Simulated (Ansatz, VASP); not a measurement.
# Ba in VASP and in Ansatz

File INCAR:

```
PREC = Accurate
ENCUT = 520
EDIFF = 1E-7
ISMEAR = -1
SIGMA = 0.1
LREAL = F
LASPH = T
NELM = 80
ALGO = Normal
ISIF = 2
LWAVE = F
LCHARG = T
GGA = PE
LELF = T
LVHAR = T
NBANDS = 17
```

Contents of KPOINTS:

```
Automatic mesh
0
Gamma
  8 8 8
```

POSCAR

```
Ba
1.0
    0.0000000000      4.0057773563      4.0057773563
    4.0057773563      0.0000000000      4.0057773563
    4.0057773563      4.0057773563      0.0000000000
Ba
2
Direct
    0.1250000000      0.1250000000      0.1250000000
    0.8750000000      0.8750000000      0.8750000000
```

Input for Ansatz:

```yaml
crystal:
  lattice:
    - [0.0, 4.0057773563, 4.0057773563]
    - [4.0057773563, 0.0, 4.0057773563]
    - [4.0057773563, 4.0057773563, 0.0]
  atoms:
    - { symbol: Ba, position: [0.125, 0.125, 0.125] }
    - { symbol: Ba, position: [0.875, 0.875, 0.875] }
hamiltonian:
  xc: pbe
  pseudopotentials:
    kind: paw
    azcp:
      Ba: "pseudopotentials/Ba.paw.azcp"
basis:
  ecutwfc: 420
  fft_grid_basis: typed
kpoints:
  mp_grid: { grid: [8, 8, 8], shift: [0, 0, 0] }
magnetization:
  spin_polarized: false
scf:
  occupations: { method: fermi_dirac, width: 0.1 }
  lower_state_search: "off"
output:
  stress: true
```

Alike in both runs: task single point; functional PBE; k mesh 8 × 8 × 8; occupations fermi-dirac, width 0.1 eV; no spin polarisation.

```csv
,VASP,Ansatz
version,VASP 6.6.1,Ansatz 0.2.0
potentials or method,"VASP PAW PBE potentials, release 64 (Ba_sv), cutoff 520 eV","plane waves (420 eV) with PAW, scalar-relativistic"
valence electrons in the cell,20,20
```

VASP gave:

```
pressure (GPa) : -0.2
```

Question: What did Ansatz give for the same quantities?

Answer: Pressure (GPa): -0.5.

With one functional, cell and mesh, what is left measures potentials, basis and numerics.

Spin-orbit coupling is off throughout.
